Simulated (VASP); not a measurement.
Runs of VASP 6.6.1 on Li2Be3Au. The structure is that of space group P6/mmm (No. 191), or close to it. The cells are those of the table. 

```csv
task,cell,k mesh,cutoff (eV),gap on the mesh (eV),pressure (GPa),relaxed volume (Å³/atom)
single point,"a = 4.436, b = 4.436, c = 4.018 Å, angles 90.0, 90.0, 120.0°, 6 atoms",12 × 12 × 10,520,none,-,-
single point,"a = 5.068, b = 5.068, c = 2.755 Å, angles 90.0, 90.0, 120.0°, 6 atoms",6 × 6 × 6,520,none,-,-
relaxation of cell and atoms,"relaxed from a = 4.436, b = 4.436, c = 4.012 Å, angles 90.0, 90.0, 120.0°, 6 atoms",12 × 12 × 10,600,none,0.0,11.41
single point,"a = 4.436, b = 4.436, c = 4.012 Å, angles 90.0, 90.0, 120.0°, 6 atoms",6 × 6 × 6,520,none,-,-
relaxation of cell and atoms,"relaxed from a = 5.068, b = 5.068, c = 2.755 Å, angles 90.0, 90.0, 120.0°, 6 atoms",6 × 6 × 6,600,none,-0.2,(a)
```

Alike in all rows: level PBE; potentials or basis VASP PAW PBE potentials, release 64 (Li_sv, Be, Au); no spin polarisation; smearing gaussian 0.1 eV.

Question: Fill in the values left out.

Answer: (a) 11.01.

Caveats: some runs use coarse meshes; the cutoff is under 1.25 times the usual one of these potentials, so pressure, stress and relaxed cells hold a basis-set (Pulay) error; spin-orbit coupling is left out, which moves the levels of the heavy elements.

A k mesh can miss the band edges, and the runs leave out spin-orbit coupling on Au.

A gap of «none» marks levels without a gap at the run's occupations.
